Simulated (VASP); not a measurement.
# Nb (Im-3m) in VASP: a series of runs

The runs below take Nb through single point, relaxation of cell and atoms, with PBEsol, PBEsol+U.

Everything below comes from runs of VASP 6.6.1. Logs are shortened: lines on timing, memory, paths and dates and some standing lists are left out, and cuts for length are marked.

## 1. The cell of the first run

It takes space group Im-3m (No. 229, cubic). The conventional cell has a = 3.272 Å, b = 3.272 Å, c = 3.272 Å, α = 90.00°, β = 90.00°, γ = 90.00°. Within 3.7 Å of Nb (site symmetry m-3m) lie 14 Nb at 2.83 to 3.27 Å.

## 2. Single point, PBEsol

The input, INCAR:

```
ALGO = Normal ; EDIFF = 1E-6
ENCUT = 520 ; GGA = PS
ISIF = 2 ; ISMEAR = -1
LASPH = T ; LCHARG = T
LELF = T ; LREAL = F
LVHAR = T ; LWAVE = F
NBANDS = 12 ; NELM = 60
PREC = Accurate ; SIGMA = 0.1
```

The input, KPOINTS:

```
k-points
0
Gamma
  16 16 16
```

The input, POSCAR:

```
Nb
1.0
   -1.6360835544      1.6360835544      1.6360835544
    1.6360835544     -1.6360835544      1.6360835544
    1.6360835544      1.6360835544     -1.6360835544
Nb
1
Direct
    0.0000000000      0.0000000000      0.0000000000
```

Potentials or basis: VASP PAW PBE potentials, release 64 (Nb_sv).

Launch:

```sh
$ cat potpaw_PBE.64/Nb_sv/POTCAR > POTCAR
$ mpirun -np 1 vasp_std > vasp.out
```

OUTCAR:

```text
EDIFF = 1E-6
   ENCUT = 520
   GGA = PS
   ISIF = 2
   ISMEAR = -1
   LASPH = T
   LREAL = F
   NELM = 60
   PREC = Accurate

 ion  position               nearest neighbor table
   1  0.000  0.000  0.000-

  LATTYP: Found a body centered cubic cell.
 ALAT       =     3.2721671088

  Lattice vectors:

 A1 = (  -1.6360835544,   1.6360835544,   1.6360835544)
 A2 = (   1.6360835544,  -1.6360835544,   1.6360835544)
 A3 = (   1.6360835544,   1.6360835544,  -1.6360835544)

Analysis of symmetry for initial positions (statically):
=====================================================================
 Subroutine PRICEL returns:
 Original cell was already a primitive cell.

 Routine SETGRP: Setting up the symmetry group for a
 body centered cubic supercell.

 Subroutine GETGRP returns: Found 48 space group operations
 (whereof 48 operations were pure point group operations)
 out of a pool of 48 trial point group operations.

The static configuration has the point symmetry O_h .

Analysis of symmetry for dynamics (positions and initial velocities):
=====================================================================
 Subroutine PRICEL returns:
 Original cell was already a primitive cell.

 Routine SETGRP: Setting up the symmetry group for a
 body centered cubic supercell.

 Subroutine GETGRP returns: Found 48 space group operations
 (whereof 48 operations were pure point group operations)
 out of a pool of 48 trial point group operations.

The dynamic configuration has the point symmetry O_h .

 Subroutine INISYM returns: Found 48 space group operations
 (whereof 48 operations are pure point group operations),
 and found     1 'primitive' translations

----------------------------------------------------------------------------------------

                                     Primitive cell

  volume of cell :      17.5177

  direct lattice vectors                    reciprocal lattice vectors
    -1.636083554  1.636083554  1.636083554     0.000000000  0.305607864  0.305607864
     1.636083554 -1.636083554  1.636083554     0.305607864  0.000000000  0.305607864
     1.636083554  1.636083554 -1.636083554     0.305607864  0.305607864  0.000000000

  length of vectors
     2.833779842  2.833779842  2.833779842     0.432194786  0.432194786  0.432194786

  position of ions in fractional coordinates (direct lattice)
     0.000000000  0.000000000  0.000000000

  ion indices of the primitive-cell ions
   primitive index   ion index
                 1           1

----------------------------------------------------------------------------------------

 KPOINTS: k-points

Automatic generation of k-mesh.
 Grid dimensions read from file:
 generate k-points for:   16   16   16

 Generating k-lattice:

  Cartesian coordinates                     Fractional coordinates (reciprocal lattice)
     0.000000000  0.019100491  0.019100491     0.062500000  0.000000000  0.000000000
     0.019100491  0.000000000  0.019100491     0.000000000  0.062500000  0.000000000
     0.019100491  0.019100491  0.000000000     0.000000000  0.000000000  0.062500000

  Length of vectors
     0.027012174  0.027012174  0.027012174

  Shift w.r.t. Gamma in fractional coordinates (k-lattice)
     0.000000000  0.000000000  0.000000000

 Subroutine IBZKPT returns following result:
 ===========================================

 Found    145 irreducible k-points:

 Following reciprocal coordinates:
            Coordinates               Weight
  0.000000  0.000000  0.000000      1.000000
  0.062500  0.000000  0.000000     12.000000
  0.125000  0.000000  0.000000     12.000000
  0.187500  0.000000  0.000000     12.000000
  0.250000  0.000000  0.000000     12.000000
  0.312500  0.000000  0.000000     12.000000
[... 16 lines left out ...]
  0.187500  0.187500  0.000000     24.000000
  0.250000  0.187500  0.000000     48.000000
 [... further k-points ...]
   k-points           NKPTS =    145   k-points in BZ     NKDIM =    145   number of bands    NBANDS=     12
   number of dos      NEDOS =    301   number of ions     NIONS =      1
   total plane-waves  NPLWV =  13824
   dimension x,y,z NGX =    24 NGY =   24 NGZ =   24
   dimension x,y,z NGXF=    48 NGYF=   48 NGZF=   48
   ions per type =               1
   NGX,Y,Z   is equivalent  to a cutoff of  14.08, 14.08, 14.08 a.u.
   NGXF,Y,Z  is equivalent  to a cutoff of  28.16, 28.16, 28.16 a.u.
 SYSTEM =  unknown system
   PREC   = accura    normal or accurate (medium, high low for compatibility)
   ISTART =      0    job   : 0-new  1-cont  2-samecut
   ICHARG =      2    charge: 1-file 2-atom 10-const
   ISPIN  =      1    spin polarized calculation?
   LNONCOLLINEAR =      F non collinear calculations
   LSORBIT =      F    spin-orbit coupling
   LASPH  =      T    aspherical Exc in radial PAW
   ENCUT  =  520.0 eV  38.22 Ry    6.18 a.u.   5.27  5.27  5.27*2*pi/ulx,y,z
   NELM   =     60;   NELMIN=  2; NELMDL= -5     # of ELM steps
   EDIFF  = 0.1E-05   stopping-criterion for ELM
   LREAL  =      F    real-space projection
   EDIFFG = 0.1E-04   stopping-criterion for IOM
   NSW    =      0    number of steps for IOM
   IBRION =     -1    ionic relax: 0-MD 1-quasi-New 2-CG
   NFREE  =      0    steps in history (QN), initial steepest desc. (CG)
   ISIF   =      2    stress and relaxation
   ISYM   =      2    0-nonsym 1-usesym 2-fastsym
   POTIM  = 0.5000    time-step for ionic-motion
   TEBEG  =    0.0;   TEEND  =   0.0 temperature during run
   PSTRESS=    0.0 pullay stress
   NELECT =      13.0000    total number of electrons
   NUPDOWN=      -1.0000    fix difference up-down
   EMIN   =  10.00;   EMAX   =-10.00  energy-range for DOS
   EFERMI =   0.00;   METHOD = LEGACY
   ISMEAR =    -1;   SIGMA  =   0.10  broadening in eV -4-tet -1-fermi 0-gaus
   EFERMI_NEDOS =   21; number of points for ismear=-14 and -15
   IALGO  =     38    algorithm
   IMIX   =      4    mixing-type and parameters
     AMIX     =   0.40;   BMIX     =  1.00
     AMIX_MAG =   1.60;   BMIX_MAG =  1.00
  volume/ion in A,a.u.               =      17.52       118.22
  Fermi-wavevector in a.u.,A,eV,Ry     =   1.482167  2.800889 29.889537  2.196819
  Thomas-Fermi vector in A             =   2.595987
   LORBIT       =      0    0 simple, 1 ext, 2 COOP (PROOUT), +10 PAW based schemes
   GGA     = PS    functional components
   LHFCALC =     F    Hartree Fock is set to
   AEXX    =    0.0000 exact exchange contribution
   IVDW    =     0    specifies the selected vdW correction
   LEPSILON=     F    determine dielectric tensor
   LRPA    =     F    only Hartree local field effects (RPA)
 non-spin polarized calculation
  energy-cutoff  :      520.00
  volume of cell :       17.52
 maximum number of plane-waves:       490
 NGX is ok and might be reduce to    24
   NGX = 11   NGY = 11   NGZ = 11

 number of electron      13.0000001 magnetization

 Free energy of the ion-electron system (eV)
  ---------------------------------------------------
  ext. energy  EPLUGINS =         0.00000000
  ---------------------------------------------------
  free energy    TOTEN  =       -10.97753530 eV

  energy without entropy =      -10.93195014  energy(sigma->0) =      -10.95474272

 E-fermi :  11.4515     XC(G=0): -12.7736

 val. band max:       11.4445819706   @ k =   0.1875   0.0000   0.0000
 cond. band min:      11.4587619180   @ k =  -0.3125   0.3125   0.0625
 fundamental gap:      0.0141799474
 Fermi energy:        11.4514685928

 k-point     1 :       0.0000    0.0000    0.0000
  band No.  band energies     occupation
      1     -42.7937      2.00000
      2     -18.0465      2.00000
      3     -18.0465      2.00000
      4     -18.0465      2.00000
      5       5.4134      2.00000
      6      11.7964      0.06159
      7      11.7964      0.06159
      8      11.7964      0.06159
      9      14.7997      0.00000
     10      14.7997      0.00000
     11      25.7235      0.00000
     12      25.7235      0.00000

 k-point     2 :       0.0625    0.0000    0.0000
  band No.  band energies     occupation
      1     -42.7834      2.00000
      2     -18.1082      2.00000
      3     -18.0651      2.00000
      4     -18.0471      2.00000
      5       5.5811      2.00000
      6      11.6918      0.16586
      7      11.7715      0.07832
      8      11.9572      0.01264
      9      14.6364      0.00000
     10      14.7995      0.00000
     11      25.8644      0.00000
     12      26.0164      0.00000

 k-point     3 :       0.1250    0.0000    0.0000
  band No.  band energies     occupation
      1     -42.7540      2.00000
      2     -18.2815      2.00000
      3     -18.1176      2.00000
      4     -18.0487      2.00000
      5       6.0537      2.00000
      6      11.4092      1.20828
      7      11.6613      0.21860
      8      12.4320      0.00011
      9      14.3223      0.00000
     10      14.8094      0.00000
     11      26.1927      0.00000
     12      26.8476      0.00000
[... 286 lines left out ...]
 k-point    23 :       0.1875    0.1875    0.0000
  band No.  band energies     occupation
      1     -42.5914      2.00000
      2     -19.0702      2.00000
      3     -18.4058      2.00000
      4     -18.1567      2.00000
      5       8.3798      2.00000
      6      10.3123      1.99998
      7      10.7545      1.99812
      8      13.9735      0.00000
      9      15.4975      0.00000
     10      16.1970      0.00000
     11      25.7422      0.00000
     12      27.1694      0.00000

 k-point    24 :       0.2500    0.1875    0.0000
  band No.  band energies     occupation
      1     -42.5492      2.00000
      2     -19.2188      2.00000
      3     -18.5304      2.00000
      4     -18.1767      2.00000
      5       8.6480      2.00000
      6      10.0844      2.00000
      7      11.0173      1.97429
      8      14.2127      0.00000
      9      15.6217      0.00000
     10      17.5845      0.00000
     11      24.7489      0.00000
     12      26.4287      0.00000

 [... further k-points ...]

------------------------ aborting loop because EDIFF is reached ----------------------------------------

  FORCE on cell =-STRESS in cart. coord.  units (eV):
  Direction    XX          YY          ZZ          XY          YZ          ZX
  --------------------------------------------------------------------------------------
  -------------------------------------------------------------------------------------
  Total       -0.0342352     -0.0342352     -0.0342352      0.0000000      0.0000000      0.0000000
  in kB       -3.1311764     -3.1311764     -3.1311764      0.0000000      0.0000000      0.0000000
  external PRESSURE =      -3.1311764 kB  Pullay stress =       0.0000000 kB

 VOLUME and BASIS-vectors are now :
 -----------------------------------------------------------------------------
  energy-cutoff  :      520.00
  volume of cell :       17.52
      direct lattice vectors                 reciprocal lattice vectors
    -1.636083554  1.636083554  1.636083554     0.000000000  0.305607864  0.305607864
     1.636083554 -1.636083554  1.636083554     0.305607864  0.000000000  0.305607864
     1.636083554  1.636083554 -1.636083554     0.305607864  0.305607864  0.000000000

 POSITION                                       TOTAL-FORCE (eV/Angst)
 -----------------------------------------------------------------------------------
      0.00000      0.00000      0.00000        -0.000000      0.000000      0.000000
 -----------------------------------------------------------------------------------
    total drift:                               -0.000000     -0.000000      0.000000

  FREE ENERGIE OF THE ION-ELECTRON SYSTEM (eV)
  ---------------------------------------------------
  free  energy   TOTEN  =       -10.9775352962 eV

  energy  without entropy=      -10.9319501383  energy(sigma->0) =      -10.95474272
```

It took 19 s on 1 thread of AMD EPYC 9R45 (Zen 5), shared host; peak memory 0.13 GiB.

What came out:

| Quantity | Value |
| --- | --- |
| Free energy | -10.9775 eV |
| Pressure | -0.3 GPa |

Levels at points of the mesh, in eV from the Fermi level:
```
           k point  band 3  band 4  band 5  band 6  band 7  band 8  band 9  band 10
(0.00, 0.00, 0.00)  -29.50  -29.50   -6.04    0.34    0.34    0.34    3.35     3.35
(0.50, 0.00, 0.00)  -29.97  -29.51   -3.87   -1.76    2.41    3.40    4.11     6.64
(0.50, 0.50, 0.50)  -30.51  -30.51   -3.91   -3.91    5.82    5.82    5.82     9.27
```

Caveat: the PAW data sets were made with another functional, which shifts forces and pressure a little.

(Continued in part 2 of 2.)
